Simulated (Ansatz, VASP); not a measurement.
## One calculation of ZrGa3, two programs

```xyz
4
Lattice="-1.9722 1.9722 4.3352 1.9722 -1.9722 4.3352 1.9722 1.9722 -4.3352" Properties=species:S:1:pos:R:3 pbc="T T T"
Zr    0.0000    0.0000    0.0000
Ga    0.0000    0.0000    4.3352
Ga    0.0000    1.9722    2.1676
Ga    1.9722    0.0000    2.1676
```

Change from the starting cell: volume scaled by 0.98, PAW files.

Alike in both runs: task electric field gradients; functional LDA; k mesh 12 × 12 × 12; occupations fermi-dirac, width 0.03 eV; no spin polarisation.

|  | VASP | Ansatz |
| --- | --- | --- |
| version | VASP 6.6.1 | Ansatz 0.2.0 |
| potentials or method | VASP PAW LDA potentials, release 64 (Zr_sv, Ga_d) | PAW with Ansatz's default frozen-core files, scalar-relativistic |
| plane-wave cutoff (eV) | 520 | 420 |
| valence electrons in the cell | 51 | 51 |

VASP gave:

| Item | Value |
| --- | --- |
| pressure (GPa) | -3.1 |
| traceless stress, the component that is largest in VASP (GPa) | 6.55 |
| size of Vzz on the site where it differs most (V/Å²) | 97.5 |

Task: Which values does Ansatz return?

Result: Pressure (GPa): -3.4; traceless stress, the component that is largest in VASP (GPa): 6.57; size of Vzz on the site where it differs most (V/Å²): 99.9.

LDA's correlation is that of Perdew and Zunger in VASP and of Perdew and Wang (1992) in Ansatz.
